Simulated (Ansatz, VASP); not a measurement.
# One calculation of Zn, two programs

Contents of INCAR:

```
SYSTEM = Zn
PREC = Accurate
ENCUT = 520
EDIFF = 1E-6
ISMEAR = 0
SIGMA = 0.1
LREAL = .False.
LASPH = .True.
NELM = 60
ALGO = Fast
ISIF = 2
LWAVE = .False.
LCHARG = .False.
NBANDS = 32
```

The input KPOINTS:

```
regular mesh
0
Gamma
  12 12 12
  0 0 0
```

Contents of POSCAR:

```
Zn
1.0
    3.9282984913      0.0000000000      0.0000000000
    0.0000000000     -3.9282984913      0.0000000000
    0.0000000000      0.0000000000     -3.9282984913
Zn
4
Direct
    0.0000000000      0.5000000000      0.5000000000
    0.5000000000      0.0000000000      0.5000000000
    0.5000000000      0.5000000000      0.0000000000
    0.0000000000      0.0000000000      0.0000000000
```

Input for Ansatz:

```yaml
crystal:
  lattice:
    - [3.9282984913, 0.0, 0.0]
    - [0.0, -3.9282984913, 0.0]
    - [0.0, 0.0, -3.9282984913]
  atoms:
    - { symbol: Zn, position: [0.0, 0.5, 0.5] }
    - { symbol: Zn, position: [0.5, 0.0, 0.5] }
    - { symbol: Zn, position: [0.5, 0.5, 0.0] }
    - { symbol: Zn, position: [0.0, 0.0, 0.0] }
kpoints:
  mp_grid: { grid: [12, 12, 12] }
hamiltonian:
  xc: lda
scf:
  occupations: { method: gaussian, width: 0.1 }
output:
  forces: true
  eigenvalues: true
  stress: true
```

Alike in both runs: task single point; functional LDA; k mesh 12 × 12 × 12; occupations gaussian, width 0.1 eV; no spin polarisation.

```csv
,VASP,Ansatz
version,VASP 6.6.1,Ansatz 0.2.0
potentials or method,"VASP PAW LDA potentials, release 64 (Zn)","scalar-relativistic, plane waves, PAW"
plane-wave cutoff (eV),520,420
valence electrons in the cell,48,48
```

|  | VASP | Ansatz | Ansatz less VASP |
| --- | --- | --- | --- |
| gap on the k mesh at the Fermi level (eV) | none | none | - |
| pressure (GPa) | -7.6 | -8.4 | -0.76 |

LDA's correlation is that of Perdew and Zunger in VASP and of Perdew and Wang (1992) in Ansatz. A gap of «none» marks a metal or a gap that the smearing closes.
